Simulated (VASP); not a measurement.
# Ti3Sn (Fm-3m) in VASP: a series of runs, part 2 of 2

VASP 6.6.1. Earlier steps stand in the parts before.

## (3) Relaxation of cell and atoms, LDA

This run uses another cell than the first one, of 18.05 Å³/atom.

Input file INCAR:

```
  PREC = Accurate
  ENCUT = 500
  EDIFF = 1E-7
  ISMEAR = -1
  SIGMA = 0.05
  LREAL = F
  LASPH = T
  NELM = 120
  ALGO = Normal
  ISIF = 3
  LWAVE = F
  LCHARG = F
  GGA = CA
  IBRION = 2
  NSW = 80
  EDIFFG = -0.03
  GGA_COMPAT = F
  NELMIN = 4
```

Input file KPOINTS:

```
regular mesh
0
Gamma
  6 6 6
```

Input file POSCAR:

```
Ti3Sn
1.0
    0.0000000000      3.3050000000      3.3050000000
    3.3050000000      0.0000000000      3.3050000000
    3.3050000000      3.3050000000      0.0000000000
Sn Ti
1 3
Direct
    0.0000000000      0.0000000000      0.0000000000
    0.5000000000      0.5000000000      0.5000000000
    0.2500000000      0.2500000000      0.2500000000
    0.7500000000      0.7500000000      0.7500000000
```

Potentials or basis: VASP PAW LDA potentials, release 64 (Sn_d, Ti_sv).

Command:

```bash
cat potpaw_LDA.64/Sn_d/POTCAR potpaw_LDA.64/Ti_sv/POTCAR > POTCAR
mpirun -np 1 vasp_std > vasp.out
```

OUTCAR:

```text
PREC = Accurate
   ENCUT = 500
   EDIFF = 1E-7
   ISMEAR = -1
   LREAL = F
   LASPH = T
   NELM = 120
   ISIF = 3
   GGA = CA
   IBRION = 2
   NSW = 80
   EDIFFG = -0.03
   NELMIN = 4

 ion  position               nearest neighbor table
   1  0.000  0.000  0.000-   4 2.86   4 2.86   4 2.86   3 2.86   4 2.86   3 2.86   3 2.86   3 2.86
                             2 3.31   2 3.31   2 3.31   2 3.31   2 3.31   2 3.31
   2  0.500  0.500  0.500-   3 2.86   3 2.86   3 2.86   3 2.86   4 2.86   4 2.86   4 2.86   4 2.86
                             1 3.31   1 3.31   1 3.31   1 3.31   1 3.31   1 3.31
   3  0.250  0.250  0.250-   1 2.86   1 2.86   1 2.86   1 2.86   2 2.86   2 2.86   2 2.86   2 2.86

   4  0.750  0.750  0.750-   2 2.86   2 2.86   2 2.86   1 2.86   2 2.86   1 2.86   1 2.86   1 2.86

  LATTYP: Found a face centered cubic cell.
 ALAT       =     6.6100000000

  Lattice vectors:

 A1 = (   0.0000000000,   3.3050000000,   3.3050000000)
 A2 = (   3.3050000000,   0.0000000000,   3.3050000000)
 A3 = (   3.3050000000,   3.3050000000,   0.0000000000)

Analysis of symmetry for initial positions (statically):
=====================================================================
 Subroutine PRICEL returns:
 Original cell was already a primitive cell.

 Routine SETGRP: Setting up the symmetry group for a
 face centered cubic supercell.

 Subroutine GETGRP returns: Found 48 space group operations
 (whereof 48 operations were pure point group operations)
 out of a pool of 48 trial point group operations.

The static configuration has the point symmetry O_h .

Analysis of symmetry for dynamics (positions and initial velocities):
=====================================================================
 Subroutine PRICEL returns:
 Original cell was already a primitive cell.

 Routine SETGRP: Setting up the symmetry group for a
 face centered cubic supercell.

 Subroutine GETGRP returns: Found 48 space group operations
 (whereof 48 operations were pure point group operations)
 out of a pool of 48 trial point group operations.

The dynamic configuration has the point symmetry O_h .

 Subroutine INISYM returns: Found 48 space group operations
 (whereof 48 operations are pure point group operations),
 and found     1 'primitive' translations

----------------------------------------------------------------------------------------

                                     Primitive cell

  volume of cell :      72.2012

  direct lattice vectors                    reciprocal lattice vectors
     0.000000000  3.305000000  3.305000000    -0.151285930  0.151285930  0.151285930
     3.305000000  0.000000000  3.305000000     0.151285930 -0.151285930  0.151285930
     3.305000000  3.305000000  0.000000000     0.151285930  0.151285930 -0.151285930

  length of vectors
     4.673975824  4.673975824  4.673975824     0.262034918  0.262034918  0.262034918

  position of ions in fractional coordinates (direct lattice)
     0.000000000  0.000000000  0.000000000
     0.500000000  0.500000000  0.500000000
     0.250000000  0.250000000  0.250000000
     0.750000000  0.750000000  0.750000000

  ion indices of the primitive-cell ions
   primitive index   ion index
                 1           1
                 2           2
                 3           3
                 4           4

[... 42 lines left out ...]
 -0.333333  0.333333  0.166667     24.000000
 -0.333333  0.500000  0.166667     12.000000
   k-points           NKPTS =     16   k-points in BZ     NKDIM =     16   number of bands    NBANDS=     30
   number of dos      NEDOS =    301   number of ions     NIONS =      4
   total plane-waves  NPLWV =  46656
   dimension x,y,z NGX =    36 NGY =   36 NGZ =   36
   dimension x,y,z NGXF=    72 NGYF=   72 NGZF=   72
   ions per type =               1   3
   NGX,Y,Z   is equivalent  to a cutoff of  12.80, 12.80, 12.80 a.u.
   NGXF,Y,Z  is equivalent  to a cutoff of  25.61, 25.61, 25.61 a.u.
 SYSTEM =  unknown system
   PREC   = accura    normal or accurate (medium, high low for compatibility)
   ISTART =      0    job   : 0-new  1-cont  2-samecut
   ICHARG =      2    charge: 1-file 2-atom 10-const
   ISPIN  =      1    spin polarized calculation?
   LNONCOLLINEAR =      F non collinear calculations
   LSORBIT =      F    spin-orbit coupling
   LASPH  =      T    aspherical Exc in radial PAW
   ENCUT  =  500.0 eV  36.75 Ry    6.06 a.u.   8.52  8.52  8.52*2*pi/ulx,y,z
   NELM   =    120;   NELMIN=  4; NELMDL= -5     # of ELM steps
   EDIFF  = 0.1E-06   stopping-criterion for ELM
   LREAL  =      F    real-space projection
   EDIFFG = -.3E-01   stopping-criterion for IOM
   NSW    =     80    number of steps for IOM
   IBRION =      2    ionic relax: 0-MD 1-quasi-New 2-CG
   NFREE  =      1    steps in history (QN), initial steepest desc. (CG)
   ISIF   =      3    stress and relaxation
   ISYM   =      2    0-nonsym 1-usesym 2-fastsym
   POTIM  = 0.5000    time-step for ionic-motion
   TEBEG  =    0.0;   TEEND  =   0.0 temperature during run
   PSTRESS=    0.0 pullay stress
   NELECT =      50.0000    total number of electrons
   NUPDOWN=      -1.0000    fix difference up-down
   EMIN   =  10.00;   EMAX   =-10.00  energy-range for DOS
   EFERMI =   0.00;   METHOD = LEGACY
   ISMEAR =    -1;   SIGMA  =   0.05  broadening in eV -4-tet -1-fermi 0-gaus
   EFERMI_NEDOS =   21; number of points for ismear=-14 and -15
   IALGO  =     38    algorithm
   IMIX   =      4    mixing-type and parameters
     AMIX     =   0.40;   BMIX     =  1.00
     AMIX_MAG =   1.60;   BMIX_MAG =  1.00
  volume/ion in A,a.u.               =      18.05       121.81
  Fermi-wavevector in a.u.,A,eV,Ry     =   1.448383  2.737047 28.542477  2.097813
  Thomas-Fermi vector in A             =   2.566230
   LORBIT       =      0    0 simple, 1 ext, 2 COOP (PROOUT), +10 PAW based schemes
   GGA     = CA    functional components
   LHFCALC =     F    Hartree Fock is set to
   AEXX    =    0.0000 exact exchange contribution
   IVDW    =     0    specifies the selected vdW correction
   LEPSILON=     F    determine dielectric tensor
   LRPA    =     F    only Hartree local field effects (RPA)
 conjugate gradient relaxation of ions
 non-spin polarized calculation
  energy-cutoff  :      500.00
  volume of cell :       72.20
 maximum number of plane-waves:      1853
 NGX is ok and might be reduce to    36
   NGX = 17   NGY = 17   NGZ = 17

--------------------------------------- Ionic step        1  -------------------------------------------

 number of electron      49.9999985 magnetization

 Free energy of the ion-electron system (eV)
  ---------------------------------------------------
  ext. energy  EPLUGINS =         0.00000000
  ---------------------------------------------------
  free energy    TOTEN  =       -30.98101480 eV

  energy without entropy =      -30.91454094  energy(sigma->0) =      -30.94777787

------------------------ aborting loop because EDIFF is reached ----------------------------------------

  FORCE on cell =-STRESS in cart. coord.  units (eV):
  Direction    XX          YY          ZZ          XY          YZ          ZX
  --------------------------------------------------------------------------------------
  -------------------------------------------------------------------------------------
  Total       -4.0318772     -4.0318772     -4.0318772      0.0000000      0.0000000      0.0000000
  in kB      -89.4691870    -89.4691870    -89.4691870      0.0000000      0.0000000      0.0000000
  external PRESSURE =     -89.4691870 kB  Pullay stress =       0.0000000 kB
[... 25 lines left out ...]
--------------------------------------- Ionic step        2  -------------------------------------------

 number of electron      49.9999988 magnetization

 E-fermi :  10.8496     XC(G=0): -12.6297

 val. band max:       10.8427283377   @ k =   0.1667   0.1667   0.0000
 cond. band min:      10.8751738234   @ k =  -0.3333   0.3333   0.1667
 fundamental gap:      0.0324454857
 Fermi energy:        10.8496499120

 k-point     1 :       0.0000    0.0000    0.0000
  band No.  band energies     occupation
      1     -44.8830      2.00000
      2     -44.7857      2.00000
      3     -44.4349      2.00000
      4     -21.6131      2.00000
      5     -21.6131      2.00000
      6     -21.6131      2.00000
[... 554 lines left out ...]
--------------------------------------- Ionic step        3  -------------------------------------------

 number of electron      50.0000017 magnetization

 Free energy of the ion-electron system (eV)
  ---------------------------------------------------
  ext. energy  EPLUGINS =         0.00000000
  ---------------------------------------------------
  free energy    TOTEN  =       -31.14209510 eV

  energy without entropy =      -31.07968963  energy(sigma->0) =      -31.11089236

 E-fermi :   9.9328     XC(G=0): -12.2554

 val. band max:        9.9086084845   @ k =   0.1667   0.1667   0.0000
 cond. band min:       9.9669315281   @ k =  -0.1667   0.1667   0.0000
 fundamental gap:      0.0583230437
 Fermi energy:         9.9328200459

 k-point     1 :       0.0000    0.0000    0.0000
  band No.  band energies     occupation
      1     -45.9449      2.00000
      2     -45.8802      2.00000
      3     -45.5301      2.00000
      4     -22.6534      2.00000
      5     -22.6534      2.00000
      6     -22.6534      2.00000
[... 548 lines left out ...]
  FREE ENERGIE OF THE ION-ELECTRON SYSTEM (eV)
  ---------------------------------------------------
  free  energy   TOTEN  =       -31.1420950960 eV

  energy  without entropy=      -31.0796896291  energy(sigma->0) =      -31.11089236

 reached required accuracy - stopping structural energy minimisation
```

OSZICAR:

```text
N       E                     dE             d eps       ncg     rms          rms(c)
DAV:   1     0.583471663180E+03    0.58347E+03   -0.25292E+04   968   0.227E+03
DAV:   2     0.429133015704E+02   -0.54056E+03   -0.53266E+03   960   0.601E+02
DAV:   3    -0.244929242131E+02   -0.67406E+02   -0.65656E+02  1374   0.194E+02
DAV:   4    -0.338458332920E+02   -0.93529E+01   -0.91671E+01  1440   0.592E+01
[... 38 lines left out ...]
DAV:  10    -0.311420945405E+02   -0.74657E-06   -0.37993E-04  1180   0.169E-01    0.795E-03
DAV:  11    -0.311420954330E+02   -0.89255E-06   -0.13981E-05  1330   0.343E-02    0.996E-03
DAV:  12    -0.311420952274E+02    0.20563E-06   -0.36368E-06  1304   0.176E-02    0.419E-03
DAV:  13    -0.311420950640E+02    0.16334E-06   -0.11525E-06  1216   0.810E-03    0.255E-03
DAV:  14    -0.311420950960E+02   -0.31953E-07   -0.27839E-07   938   0.435E-03
   3 F= -.31142095E+02 E0= -.31110892E+02  d E =-.161080E+00
```

CONTCAR:

```text
Ti3Sn
   1.00000000000000
     0.0000000000000000    3.2214056727795750    3.2214056727795750
     3.2214056727795750    0.0000000000000000    3.2214056727795750
     3.2214056727795750    3.2214056727795750    0.0000000000000000
  Sn              Ti
     1     3
Direct
     0.0000000000000000    0.0000000000000000    0.0000000000000000
     0.5000000000000000    0.5000000000000000    0.5000000000000000
     0.2500000000000000    0.2500000000000000    0.2500000000000000
     0.7500000000000000    0.7500000000000000    0.7500000000000000

  0.00000000E+00  0.00000000E+00  0.00000000E+00
  0.00000000E+00  0.00000000E+00  0.00000000E+00
  0.00000000E+00  0.00000000E+00  0.00000000E+00
  0.00000000E+00  0.00000000E+00  0.00000000E+00
```

It took 3.7 min on 1 thread of Intel Xeon 8259CL, shared host; peak memory 0.2 GiB.

What came out:

```yaml
Free_energy: -31.1421 eV
Relaxed_volume: 16.71 Å³/atom
Relaxed_cell: a = 4.556 Å, b = 4.556 Å, c = 4.556 Å, α = 60.00°, β = 60.00°, γ = 60.00°
Space_group_after_relaxing_to_0.1_Å: Fm-3m (No. 225)
Energy_gained_by_relaxing: 40.3 meV/atom
Ionic_steps: 3
Pressure_after_relaxing: -0.1 GPa
Band_gap_on_the_k_mesh: zero (bands 25 and 26 overlap by 0.26 eV)
```

The path:
| step | energy change (eV) | largest force (eV/Å) | pressure (GPa) | volume (Å³) |
| --- | --- | --- | --- | --- |
| 1 | 0.0000 | 0.0000 | -8.95 | 72.20 |
| 2 | -0.0096 | 0.0000 | 11.11 | 62.17 |
| 3 | -0.1611 | 0.0000 | -0.14 | 66.86 |

Final structure:
```cif
data_structure
_symmetry_space_group_name_H-M 'P 1'
_symmetry_Int_Tables_number 1
_cell_length_a 4.5558
_cell_length_b 4.5558
_cell_length_c 4.5558
_cell_angle_alpha 60.000
_cell_angle_beta 60.000
_cell_angle_gamma 60.000
_cell_volume 66.86
loop_
_atom_site_label
_atom_site_type_symbol
_atom_site_fract_x
_atom_site_fract_y
_atom_site_fract_z
_atom_site_occupancy
Sn1 Sn 0.00000 0.00000 0.00000 1
Ti1 Ti 0.50000 0.50000 0.50000 1
Ti2 Ti 0.25000 0.25000 0.25000 1
Ti3 Ti 0.75000 0.75000 0.75000 1
```

Caveat: spin-orbit coupling is left out, which moves the levels of the heavy elements.

The gap in the log of VASP goes by the Fermi energy; the results here count the filled bands.